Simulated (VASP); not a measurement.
Wanted: the native input for a VASP 6.6.1 run.

| Quantity | Value |
| --- | --- |
| Task | single point |
| Functional | r2SCAN |
| Potentials or basis | VASP PAW PBE potentials, release 64 (Ba_sv, Te) |
| Cutoff | 550 eV |
| k mesh | 6 × 6 × 6 |
| Occupations | gaussian, width 0.01 eV |
| Spin | no spin polarisation |
| Dipole correction | no |
| Further INCAR settings | ALGO = Normal; EDIFF = 1e-06; NBANDS = 15 |

Crystal: BaTe.

```
Ba Te
1.0
     0.13868    3.56368    3.56368
     3.56368    0.13868    3.56368
     3.56368    3.56368    0.13868
Ba Te
1 1
Cartesian
  0.0000 0.0000 0.0000
  3.6330 3.6330 3.6330
```

This cell differs from its parent crystal: epitaxial 111 strain -3.0%.

One way to write it, as run:

POSCAR

```
BaTe
1.0
    0.1386806333      3.5636829174      3.5636829174
    3.5636829174      0.1386806333      3.5636829174
    3.5636829174      3.5636829174      0.1386806333
Ba Te
1 1
Direct
    0.0000000000      0.0000000000      0.0000000000
    0.5000000000      0.5000000000      0.5000000000
```

INCAR.step1

```
SYSTEM = BaTe
PREC = Accurate
ENCUT = 550
ISMEAR = 0
SIGMA = 0.01
LREAL = .False.
LASPH = .True.
NELM = 120
NBANDS = 15
GGA = PE
ALGO = Normal
EDIFF = 1E-5
LWAVE = .True.
LCHARG = .False.
GGA_COMPAT = .False.
```

INCAR.step2

```
SYSTEM = BaTe
PREC = Accurate
ENCUT = 550
EDIFF = 1E-6
ISMEAR = 0
SIGMA = 0.01
LREAL = .False.
LASPH = .True.
NELM = 120
ALGO = Normal
ISIF = 2
LWAVE = .False.
LCHARG = .True.
METAGGA = R2SCAN
LMIXTAU = .True.
LELF = .True.
LVHAR = .True.
NBANDS = 15
ISTART = 1
GGA_COMPAT = .False.
```

KPOINTS

```
Automatic mesh
0
Gamma
  6 6 6
  0 0 0
```

Potentials or basis: VASP PAW PBE potentials, release 64 (Ba_sv, Te).

Command:

```console
$ cat potpaw_PBE.64/Ba_sv/POTCAR potpaw_PBE.64/Te/POTCAR > POTCAR
$ cp INCAR.step1 INCAR
$ mpirun -np 1 vasp_std > vasp.out
$ cp INCAR.step2 INCAR
$ mpirun -np 1 vasp_std > vasp.out
```

It gave:

| Property | Result |
| --- | --- |
| Pressure | 1.4 GPa |
| Band gap on the k mesh | 1.77 eV (least direct gap 2.15 eV) |

Caveat: the cell differs from its parent crystal (epitaxial 111 strain -3.0%); the PAW data sets were made with another functional, which shifts forces and pressure a little; spin-orbit coupling is left out, which moves the levels of the heavy elements.

Run time: 5.1 min on 1 thread of Intel Xeon 8259CL, with other jobs on the host, peak memory 0.28 GiB.
